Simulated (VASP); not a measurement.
# Te (Fd-3m) in VASP: further runs

Runs on Te. Level: PBE. Tasks: single point.

Program: VASP 6.6.1. These are calculated values, not measurements. Logs are shortened: lines on timing, memory, paths and dates and some standing lists are left out, and cuts for length are marked.

### Step 1. The cell of the first run

It takes space group Fd-3m (No. 227, cubic). Conventional cell: a = 5.241 Å, b = 5.241 Å, c = 5.241 Å, α = 90.00°, β = 90.00°, γ = 90.00°. Within 3.0 Å of Te (site symmetry -43m) lie 4 Te at 2.27 Å.

This isn't the form of Te at room conditions, which is trigonal, of chains.

### Step 2. Single point, PBE

INCAR

```
ALGO = Normal
EDIFF = 1E-6
ENCUT = 520
GGA = PE
ISIF = 2
ISMEAR = -1
LASPH = T
LCHARG = T
LELF = T
LREAL = F
LVHAR = T
LWAVE = F
NBANDS = 13
NELM = 80
PREC = Accurate
SIGMA = 0.1
```

KPOINTS

```
k-points
0
Gamma
  13 13 13
```

POSCAR

```
Te
1.0
    0.0000000000      2.6204381036      2.6204381036
    2.6204381036      0.0000000000      2.6204381036
    2.6204381036      2.6204381036      0.0000000000
Te
2
Direct
   -0.1250000000     -0.1250000000     -0.1250000000
    0.1250000000      0.1250000000      0.1250000000
```

Potentials or basis: VASP PAW PBE potentials, release 64 (Te).

On the command line:

```sh
> cat potpaw_PBE.64/Te/POTCAR > POTCAR
> mpirun -np 1 vasp_std > vasp.out
```

OUTCAR:

```text
EDIFF = 1E-6
   ENCUT = 520
   GGA = PE
   ISIF = 2
   ISMEAR = -1
   LASPH = T
   LREAL = F
   NELM = 80
   PREC = Accurate

 ion  position               nearest neighbor table
   1  0.875  0.875  0.875-   2 2.27   2 2.27   2 2.27   2 2.27
   2  0.125  0.125  0.125-   1 2.27   1 2.27   1 2.27   1 2.27

  LATTYP: Found a face centered cubic cell.
 ALAT       =     5.2408762072

  Lattice vectors:

 A1 = (   0.0000000000,   2.6204381036,   2.6204381036)
 A2 = (   2.6204381036,   0.0000000000,   2.6204381036)
 A3 = (   2.6204381036,   2.6204381036,   0.0000000000)

Analysis of symmetry for initial positions (statically):
=====================================================================
 Subroutine PRICEL returns:
 Original cell was already a primitive cell.

 Routine SETGRP: Setting up the symmetry group for a
 face centered cubic supercell.

 Subroutine GETGRP returns: Found 48 space group operations
 (whereof 12 operations were pure point group operations)
 out of a pool of 48 trial point group operations.

The static configuration has the point symmetry D_3d.
 The point group associated with its full space group is O_h .

Analysis of symmetry for dynamics (positions and initial velocities):
=====================================================================
 Subroutine PRICEL returns:
 Original cell was already a primitive cell.

 Routine SETGRP: Setting up the symmetry group for a
 face centered cubic supercell.

 Subroutine GETGRP returns: Found 48 space group operations
 (whereof 12 operations were pure point group operations)
 out of a pool of 48 trial point group operations.

The dynamic configuration has the point symmetry D_3d.
 The point group associated with its full space group is O_h .

 Subroutine INISYM returns: Found 48 space group operations
 (whereof 12 operations are pure point group operations),
 and found     1 'primitive' translations

----------------------------------------------------------------------------------------

                                     Primitive cell

  volume of cell :      35.9875

  direct lattice vectors                    reciprocal lattice vectors
     0.000000000  2.620438104  2.620438104    -0.190807789  0.190807789  0.190807789
     2.620438104  0.000000000  2.620438104     0.190807789 -0.190807789  0.190807789
     2.620438104  2.620438104  0.000000000     0.190807789  0.190807789 -0.190807789

  length of vectors
     3.705859105  3.705859105  3.705859105     0.330488785  0.330488785  0.330488785

  position of ions in fractional coordinates (direct lattice)
     0.875000000  0.875000000  0.875000000
     0.125000000  0.125000000  0.125000000

  ion indices of the primitive-cell ions
   primitive index   ion index
                 1           1
                 2           2

----------------------------------------------------------------------------------------

 KPOINTS: k-points

Automatic generation of k-mesh.
 Grid dimensions read from file:
 generate k-points for:   13   13   13

 Generating k-lattice:

  Cartesian coordinates                     Fractional coordinates (reciprocal lattice)
    -0.014677522  0.014677522  0.014677522     0.076923077  0.000000000  0.000000000
     0.014677522 -0.014677522  0.014677522     0.000000000  0.076923077  0.000000000
     0.014677522  0.014677522 -0.014677522     0.000000000  0.000000000  0.076923077

  Length of vectors
     0.025422214  0.025422214  0.025422214

  Shift w.r.t. Gamma in fractional coordinates (k-lattice)
     0.000000000  0.000000000  0.000000000

 Subroutine IBZKPT returns following result:
 ===========================================

 Found     84 irreducible k-points:

 Following reciprocal coordinates:
            Coordinates               Weight
  0.000000  0.000000  0.000000      1.000000
  0.076923  0.000000  0.000000      8.000000
  0.153846  0.000000  0.000000      8.000000
  0.230769  0.000000  0.000000      8.000000
  0.307692  0.000000  0.000000      8.000000
  0.384615  0.000000  0.000000      8.000000
[... 16 lines left out ...]
  0.384615  0.153846  0.000000     24.000000
  0.461538  0.153846  0.000000     24.000000
 [... further k-points ...]
   k-points           NKPTS =     84   k-points in BZ     NKDIM =     84   number of bands    NBANDS=     13
   number of dos      NEDOS =    301   number of ions     NIONS =      2
   total plane-waves  NPLWV =  21952
   dimension x,y,z NGX =    28 NGY =   28 NGZ =   28
   dimension x,y,z NGXF=    56 NGYF=   56 NGZF=   56
   ions per type =               2
   NGX,Y,Z   is equivalent  to a cutoff of  12.56, 12.56, 12.56 a.u.
   NGXF,Y,Z  is equivalent  to a cutoff of  25.12, 25.12, 25.12 a.u.
 SYSTEM =  unknown system
   PREC   = accura    normal or accurate (medium, high low for compatibility)
   ISTART =      0    job   : 0-new  1-cont  2-samecut
   ICHARG =      2    charge: 1-file 2-atom 10-const
   ISPIN  =      1    spin polarized calculation?
   LNONCOLLINEAR =      F non collinear calculations
   LSORBIT =      F    spin-orbit coupling
   LASPH  =      T    aspherical Exc in radial PAW
   ENCUT  =  520.0 eV  38.22 Ry    6.18 a.u.   6.89  6.89  6.89*2*pi/ulx,y,z
   NELM   =     80;   NELMIN=  2; NELMDL= -5     # of ELM steps
   EDIFF  = 0.1E-05   stopping-criterion for ELM
   LREAL  =      F    real-space projection
   EDIFFG = 0.1E-04   stopping-criterion for IOM
   NSW    =      0    number of steps for IOM
   IBRION =     -1    ionic relax: 0-MD 1-quasi-New 2-CG
   NFREE  =      0    steps in history (QN), initial steepest desc. (CG)
   ISIF   =      2    stress and relaxation
   ISYM   =      2    0-nonsym 1-usesym 2-fastsym
   POTIM  = 0.5000    time-step for ionic-motion
   TEBEG  =    0.0;   TEEND  =   0.0 temperature during run
   PSTRESS=    0.0 pullay stress
   NELECT =      12.0000    total number of electrons
   NUPDOWN=      -1.0000    fix difference up-down
   EMIN   =  10.00;   EMAX   =-10.00  energy-range for DOS
   EFERMI =   0.00;   METHOD = LEGACY
   ISMEAR =    -1;   SIGMA  =   0.10  broadening in eV -4-tet -1-fermi 0-gaus
   EFERMI_NEDOS =   21; number of points for ismear=-14 and -15
   IALGO  =     38    algorithm
   IMIX   =      4    mixing-type and parameters
     AMIX     =   0.40;   BMIX     =  1.00
     AMIX_MAG =   1.60;   BMIX_MAG =  1.00
  volume/ion in A,a.u.               =      17.99       121.43
  Fermi-wavevector in a.u.,A,eV,Ry     =   1.135232  2.145278 17.534535  1.288752
  Thomas-Fermi vector in A             =   2.271937
   LORBIT       =      0    0 simple, 1 ext, 2 COOP (PROOUT), +10 PAW based schemes
   GGA     = PE    functional components
   LHFCALC =     F    Hartree Fock is set to
   AEXX    =    0.0000 exact exchange contribution
   IVDW    =     0    specifies the selected vdW correction
   LEPSILON=     F    determine dielectric tensor
   LRPA    =     F    only Hartree local field effects (RPA)
 non-spin polarized calculation
  energy-cutoff  :      520.00
  volume of cell :       35.99
 maximum number of plane-waves:       982
   NGX = 13   NGY = 13   NGZ = 13

 number of electron      11.9999999 magnetization

 Free energy of the ion-electron system (eV)
  ---------------------------------------------------
  ext. energy  EPLUGINS =         0.00000000
  ---------------------------------------------------
  free energy    TOTEN  =         9.14212777 eV

  energy without entropy =        9.17647289  energy(sigma->0) =        9.15930033

 E-fermi :  16.3451     XC(G=0): -11.9096

 val. band max:       16.3319481826   @ k =   0.3846   0.0769   0.0000
 cond. band min:      16.3479317849   @ k =   0.3077   0.0769   0.0000
 fundamental gap:      0.0159836023
 Fermi energy:        16.3451380838

 k-point     1 :       0.0000    0.0000    0.0000
  band No.  band energies     occupation
      1      -5.0831      2.00000
      2      10.8846      2.00000
      3      10.8846      2.00000
      4      10.8846      2.00000
      5      13.6441      2.00000
      6      14.1195      2.00000
      7      14.1195      2.00000
      8      14.1195      2.00000
      9      18.9248      0.00000
     10      22.0705      0.00000
     11      22.0705      0.00000
     12      22.6767      0.00000
     13      22.6767      0.00000

 k-point     2 :       0.0769    0.0000    0.0000
  band No.  band energies     occupation
      1      -4.9891      2.00000
      2       9.7090      2.00000
      3      10.6819      2.00000
      4      10.6819      2.00000
      5      13.7729      2.00000
      6      14.3711      2.00000
      7      14.3711      2.00000
      8      14.9822      2.00000
      9      19.3457      0.00000
     10      21.3398      0.00000
     11      21.3398      0.00000
     12      22.4412      0.00000
     13      23.6635      0.00000

 k-point     3 :       0.1538    0.0000    0.0000
  band No.  band energies     occupation
      1      -4.7093      2.00000
      2       7.7831      2.00000
      3      10.2342      2.00000
      4      10.2342      2.00000
      5      13.4908      2.00000
      6      14.9224      2.00000
      7      14.9224      2.00000
      8      16.7334      0.04036
      9      20.2183      0.00000
     10      20.7154      0.00000
     11      20.7154      0.00000
     12      22.2888      0.00000
     13      25.0949      0.00000

 k-point     4 :       0.2308    0.0000    0.0000
  band No.  band energies     occupation
      1      -4.2541      2.00000
      2       5.8690      2.00000
      3       9.7550      2.00000
      4       9.7550      2.00000
      5      13.1685      2.00000
      6      15.4388      1.99977
      7      15.4388      1.99977
      8      18.4160      0.00000
      9      20.3524      0.00000
     10      20.5718      0.00000
     11      20.5718      0.00000
     12      23.5391      0.00000
     13      26.7004      0.00000

 k-point     5 :       0.3077    0.0000    0.0000
  band No.  band energies     occupation
      1      -3.6499      2.00000
      2       4.1245      2.00000
      3       9.3498      2.00000
      4       9.3498      2.00000
      5      12.9010      2.00000
      6      15.7128      1.99642
      7      15.7128      1.99642
      8      19.4000      0.00000
      9      20.6994      0.00000
     10      21.0230      0.00000
     11      21.0230      0.00000
     12      25.6826      0.00000
     13      28.2529      0.00000
[... 257 lines left out ...]
 k-point    22 :       0.3077    0.1538    0.0000
  band No.  band energies     occupation
      1      -3.7317      2.00000
      2       5.0820      2.00000
      3       8.3463      2.00000
      4       8.4752      2.00000
      5      13.6634      2.00000
      6      15.4870      1.99962
      7      17.1329      0.00076
      8      17.3742      0.00007
      9      21.5241      0.00000
     10      22.0186      0.00000
     11      22.3216      0.00000
     12      24.5976      0.00000
     13      26.1904      0.00000

 k-point    23 :       0.3846    0.1538    0.0000
  band No.  band energies     occupation
      1      -3.0886      2.00000
      2       3.5540      2.00000
      3       7.8134      2.00000
      4       8.2670      2.00000
      5      13.7855      2.00000
      6      15.7859      1.99258
      7      17.3809      0.00006
      8      17.4880      0.00002
      9      21.7518      0.00000
     10      23.0055      0.00000
     11      23.1791      0.00000
     12      26.0835      0.00000
     13      26.6139      0.00000

 k-point    24 :       0.4615    0.1538    0.0000
  band No.  band energies     occupation
      1      -2.4133      2.00000
      2       2.3022      2.00000
      3       7.3692      2.00000
      4       8.2253      2.00000
      5      13.7748      2.00000
      6      15.8998      1.97700
      7      17.1614      0.00057
      8      18.5407      0.00000
      9      21.5721      0.00000
     10      23.7900      0.00000
     11      24.3451      0.00000
     12      25.2565      0.00000
     13      25.9890      0.00000

 [... further k-points ...]

------------------------ aborting loop because EDIFF is reached ----------------------------------------

  FORCE on cell =-STRESS in cart. coord.  units (eV):
  Direction    XX          YY          ZZ          XY          YZ          ZX
  --------------------------------------------------------------------------------------
  -------------------------------------------------------------------------------------
  Total       43.1639067     43.1639067     43.1639067      0.0000000     -0.0000000      0.0000000
  in kB     1921.6735570   1921.6735570   1921.6735570      0.0000000     -0.0000000      0.0000000
  external PRESSURE =    1921.6735570 kB  Pullay stress =       0.0000000 kB

 VOLUME and BASIS-vectors are now :
 -----------------------------------------------------------------------------
  energy-cutoff  :      520.00
  volume of cell :       35.99
      direct lattice vectors                 reciprocal lattice vectors
     0.000000000  2.620438104  2.620438104    -0.190807789  0.190807789  0.190807789
     2.620438104  0.000000000  2.620438104     0.190807789 -0.190807789  0.190807789
     2.620438104  2.620438104  0.000000000     0.190807789  0.190807789 -0.190807789

 POSITION                                       TOTAL-FORCE (eV/Angst)
 -----------------------------------------------------------------------------------
      4.58577      4.58577      4.58577         0.000000     -0.000000      0.000000
      0.65511      0.65511      0.65511        -0.000000      0.000000     -0.000000
 -----------------------------------------------------------------------------------
    total drift:                               -0.000000     -0.000000     -0.000000

  FREE ENERGIE OF THE ION-ELECTRON SYSTEM (eV)
  ---------------------------------------------------
  free  energy   TOTEN  =         9.1421277675 eV

  energy  without entropy=        9.1764728890  energy(sigma->0) =        9.15930033
```

Wall time 50 s (1 thread of AMD EPYC 7R13, shared host); peak memory 0.18 GiB.

Results:

```yaml
Free_energy: 9.1421 eV
Pressure: 192.2 GPa
Band_gap_on_the_k_mesh: zero (bands 6 and 7 overlap by 4.15 eV)
```

Caveat: the cell stands under pressure; spin-orbit coupling is left out, which moves the levels of the heavy elements.

(Part 1 of 2 ends here.)
